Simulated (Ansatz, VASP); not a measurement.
**Two plane-wave programs on VH2**

```
CELL_PARAMETERS angstrom
0.00000 4.27100 4.27100
2.13550 0.00000 2.13550
2.13550 2.13550 0.00000
ATOMIC_POSITIONS crystal
V 0.00000 0.00000 0.00000
V 0.50000 0.00000 0.00000
H 0.12500 0.25000 0.25000
H 0.62500 0.25000 0.25000
H 0.37500 0.75000 0.75000
H 0.87500 0.75000 0.75000
```

Alike in both runs: task single point; functional HSE06; k mesh 2 × 4 × 4; occupations fermi-dirac, width 0.1 eV; collinear spin.

```csv
,VASP,Ansatz
version,VASP 6.6.1,Ansatz 0.2.0
potentials or method,"VASP PAW PBE potentials, release 64 (V_sv, H), cutoff 400 eV","PAW, plane waves, scalar-relativistic"
valence electrons in the cell,30,30
```

|  | VASP | Ansatz | Ansatz less VASP |
| --- | --- | --- | --- |
| pressure (GPa) | 1.6 | 3.2 | +1.61 |
| net moment per atom (μB) | 0.54 | 0.54 | 0.000 |
| size of the moment on the site where the two differ most (μB) | 1.62 | 1.23 | -0.386 |

Site moments also hang on the region over which each program counts them. Ansatz's warnings: filled band counts differ across k points, no starting moments, stability check not made, stress exchange threshold loose, stress scf threshold loose.

The k mesh is coarse, so the values compare programs but aren't converged.
